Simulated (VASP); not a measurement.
# TiAl (P-6m2) in VASP: further runs, part 2 of 2

VASP 6.6.1. Earlier steps stand in the parts before.

**5. Single point, PBEsol, collinear spin (16.87 Å³/atom)**

This run uses another cell than the first one, of 16.87 Å³/atom.

Contents of INCAR:

```
  PREC = Accurate
  ENCUT = 520
  EDIFF = 1E-6
  ISMEAR = 0
  SIGMA = 0.15
  LREAL = F
  LASPH = T
  NELM = 150
  ALGO = Normal
  ISIF = 2
  LWAVE = F
  LCHARG = F
  ISPIN = 2
  MAGMOM = 0.875 0
  LORBIT = 11
  NUPDOWN = 0.875
  LMAXMIX = 4
  GGA = PS
  NBANDS = 18
```

Contents of KPOINTS:

```
Automatic mesh
0
Gamma
  21 21 12
```

Contents of POSCAR:

```
TiAl
1.0
    2.8850104496      0.0000000000      0.0000000000
   -1.4425052248      2.4984923395      0.0000000000
    0.0000000000      0.0000000000      4.6799630897
Ti Al
1 1
Direct
    0.0000000000      0.0000000000      0.0000000000
    0.3333333333      0.6666666667      0.5000000000
```

Potentials or basis: VASP PAW PBE potentials, release 64 (Ti_sv, Al).

The run is started by

```sh
$ cat potpaw_PBE.64/Ti_sv/POTCAR potpaw_PBE.64/Al/POTCAR > POTCAR
$ mpirun -np 1 vasp_std > vasp.out
```

OUTCAR:

```text
PREC = Accurate
   ENCUT = 520
   EDIFF = 1E-6
   ISMEAR = 0
   LREAL = F
   LASPH = T
   NELM = 150
   ISIF = 2
   ISPIN = 2
   LORBIT = 11
   NUPDOWN = 0.875
   GGA = PS

 ion  position               nearest neighbor table
   1  0.000  0.000  0.000-   2 2.87   2 2.87   2 2.87   2 2.87   2 2.87   2 2.87
   2  0.333  0.667  0.500-   1 2.87   1 2.87   1 2.87   1 2.87   1 2.87   1 2.87

  LATTYP: Found a hexagonal cell.
 ALAT       =     2.8850104496
 C/A-ratio  =     1.6221650394

  Lattice vectors:

 A1 = (   2.8850104496,   0.0000000000,   0.0000000000)
 A2 = (  -1.4425052248,   2.4984923395,   0.0000000000)
 A3 = (   0.0000000000,   0.0000000000,   4.6799630897)

Analysis of symmetry for initial positions (statically):
=====================================================================
 Subroutine PRICEL returns:
 Original cell was already a primitive cell.

 Routine SETGRP: Setting up the symmetry group for a
 hexagonal supercell.

 Subroutine GETGRP returns: Found 12 space group operations
 (whereof 12 operations were pure point group operations)
 out of a pool of 24 trial point group operations.

The static configuration has the point symmetry D_3h.

Analysis of symmetry for dynamics (positions and initial velocities):
=====================================================================
 Subroutine PRICEL returns:
 Original cell was already a primitive cell.

 Routine SETGRP: Setting up the symmetry group for a
 hexagonal supercell.

 Subroutine GETGRP returns: Found 12 space group operations
 (whereof 12 operations were pure point group operations)
 out of a pool of 24 trial point group operations.

The dynamic configuration has the point symmetry D_3h.

Analysis of structural, dynamic, and magnetic symmetry:
=====================================================================
 Subroutine PRICEL returns:
 Original cell was already a primitive cell.
[... 150 lines left out ...]
  ---------------------------------------------------
  ext. energy  EPLUGINS =         0.00000000
  ---------------------------------------------------
  free energy    TOTEN  =       -12.88242097 eV

  energy without entropy =      -12.86401978  energy(sigma->0) =      -12.87322037

 E-fermi :   7.6141     XC(G=0): -10.9660

 val. band max:        7.9331994599   @ k =   0.1905   0.0952   0.5000
 cond. band min:       7.6148359660   @ k =   0.1905   0.0476   0.2500
 fundamental gap:     -0.3183634939
 Fermi energy:         7.9408953536

 spin component 1

 k-point     1 :       0.0000    0.0000    0.0000
  band No.  band energies     occupation
      1     -48.8595      1.00000
      2     -25.2688      1.00000
      3     -24.8856      1.00000
      4     -24.8856      1.00000
      5      -1.3066      1.00000
      6       5.0819      1.00000
[... 493 lines left out ...]
     17      22.5413      0.00000
     18      23.5116      0.00000

 [... further k-points ...]

 spin component 2

 k-point     1 :       0.0000    0.0000    0.0000
  band No.  band energies     occupation
      1     -48.3851      1.00000
      2     -24.8454      1.00000
      3     -24.3825      1.00000
      4     -24.3825      1.00000
      5      -1.1002      1.00000
      6       5.7368      1.00000
[... 493 lines left out ...]
     17      22.7990      0.00000
     18      23.9354      0.00000

 [... further k-points ...]

------------------------ aborting loop because EDIFF is reached ----------------------------------------

  FORCE on cell =-STRESS in cart. coord.  units (eV):
  Direction    XX          YY          ZZ          XY          YZ          ZX
  --------------------------------------------------------------------------------------
  -------------------------------------------------------------------------------------
  Total       -0.4819095     -0.4819095     -1.2162983     -0.0000000      0.0000000     -0.0000000
  in kB      -22.8880195    -22.8880195    -57.7674037     -0.0000000      0.0000000     -0.0000000
  external PRESSURE =     -34.5144809 kB  Pullay stress =       0.0000000 kB

 VOLUME and BASIS-vectors are now :
 -----------------------------------------------------------------------------
  energy-cutoff  :      520.00
  volume of cell :       33.73
      direct lattice vectors                 reciprocal lattice vectors
     2.885010450  0.000000000  0.000000000     0.346619195  0.200120686  0.000000000
    -1.442505225  2.498492339  0.000000000     0.000000000  0.400241371  0.000000000
     0.000000000  0.000000000  4.679963090     0.000000000  0.000000000  0.213676899

 POSITION                                       TOTAL-FORCE (eV/Angst)
 -----------------------------------------------------------------------------------
      0.00000      0.00000      0.00000        -0.000000      0.000000      0.000000
     -0.00000      1.66566      2.33998         0.000000     -0.000000      0.000000
 -----------------------------------------------------------------------------------
    total drift:                                0.000000     -0.000000      0.000000

  FREE ENERGIE OF THE ION-ELECTRON SYSTEM (eV)
  ---------------------------------------------------
  free  energy   TOTEN  =       -12.8824209678 eV

  energy  without entropy=      -12.8640197761  energy(sigma->0) =      -12.87322037

 total charge

# of ion       s       p       d       tot
------------------------------------------
    1        2.216   6.128   1.903  10.247
    2        0.427   0.371   0.000   0.797
--------------------------------------------------
tot          2.642   6.499   1.903  11.044

 magnetization (x)

# of ion       s       p       d       tot
------------------------------------------
    1        0.008   0.043   0.492   0.543
    2       -0.000   0.013   0.000   0.013
--------------------------------------------------
tot          0.008   0.056   0.492   0.555
```

OSZICAR:

```text
N       E                     dE             d eps       ncg     rms          rms(c)
DAV:   1     0.106552444365E+03    0.10655E+03   -0.66215E+03 24208   0.838E+02
DAV:   2    -0.807172140552E+01   -0.11462E+03   -0.10887E+03 24710   0.249E+02
DAV:   3    -0.142095696913E+02   -0.61378E+01   -0.60133E+01 32932   0.558E+01
DAV:   4    -0.143757617117E+02   -0.16619E+00   -0.16555E+00 28890   0.826E+00
DAV:   5    -0.143808140017E+02   -0.50523E-02   -0.50511E-02 29912   0.142E+00    0.975E+00
DAV:   6    -0.131472482192E+02    0.12336E+01   -0.38281E+00 27706   0.231E+01    0.394E+00
DAV:   7    -0.129146721907E+02    0.23258E+00   -0.49023E-01 28248   0.733E+00    0.196E+00
DAV:   8    -0.128858773683E+02    0.28795E-01   -0.12996E-01 28270   0.357E+00    0.913E-01
DAV:   9    -0.128817587459E+02    0.41186E-02   -0.18699E-02 28254   0.168E+00    0.395E-01
DAV:  10    -0.128826626256E+02   -0.90388E-03   -0.25957E-03 28662   0.526E-01    0.187E-01
DAV:  11    -0.128823897889E+02    0.27284E-03   -0.88160E-04 28680   0.315E-01    0.523E-02
DAV:  12    -0.128824359249E+02   -0.46136E-04   -0.21150E-04 32796   0.122E-01    0.421E-02
DAV:  13    -0.128824223274E+02    0.13597E-04   -0.26899E-05 27602   0.546E-02    0.878E-03
DAV:  14    -0.128824211767E+02    0.11507E-05   -0.24307E-06 28274   0.130E-02    0.359E-03
DAV:  15    -0.128824209678E+02    0.20892E-06   -0.33461E-07 13492   0.581E-03
   1 F= -.12882421E+02 E0= -.12873220E+02  d E =-.184012E-01  mag=     0.8750
```

Run time: 6.4 min. Hardware: 1 thread of Intel Xeon Platinum 8259CL at 2.50GHz (Skylake/Cascade Lake), shared host; peak memory 0.41 GiB.

What came out:

| Item | Value |
| --- | --- |
| Free energy | -12.8824 eV |
| Pressure | -3.5 GPa |
| Net moment | 0.88 μB per cell |
| Site moments | Ti +0.54; Al +0.01 μB |
| Valence electrons inside the program's atomic spheres | Ti 10.25; Al 0.80 |

Stress tensor (GPa, compression positive):
```
-2.29  0.00  0.00
 0.00 -2.29  0.00
 0.00  0.00 -5.78
```

Caveat: the cell stands under tension; the PAW data sets were made with another functional, which shifts forces and pressure a little; the total moment is fixed, so each spin has its own Fermi level and the state may be an excited one.

**6. Summary**

```csv
fixed moment (μB),cell,pressure (GPa),moment (μB)
0.875,"a = 2.809, b = 2.809, c = 4.557 Å, angles 90.0, 90.0, 120.0°, 2 atoms",5.7,0.88
0.75,"a = 2.848, b = 2.848, c = 4.619 Å, angles 90.0, 90.0, 120.0°, 2 atoms",0.5,0.75
0.375,"a = 2.885, b = 2.885, c = 4.680 Å, angles 90.0, 90.0, 120.0°, 2 atoms",-4.0,0.38
0.875,"a = 2.885, b = 2.885, c = 4.680 Å, angles 90.0, 90.0, 120.0°, 2 atoms",-3.5,0.88
```

Alike in all rows: task single point; level PBEsol; potentials or basis VASP PAW PBE potentials, release 64 (Ti_sv, Al); spin collinear; k mesh 21 × 21 × 12; cutoff (eV) 520; smearing gaussian 0.15 eV.

Caveats: the PAW data sets were made with another functional, which shifts forces and pressure a little; the total moment is fixed, so each spin has its own Fermi level and the state may be an excited one; the cell stands under tension (at least some runs); the cell stands under pressure (at least some runs).

Absolute energies hang on the potentials; compare differences alone.
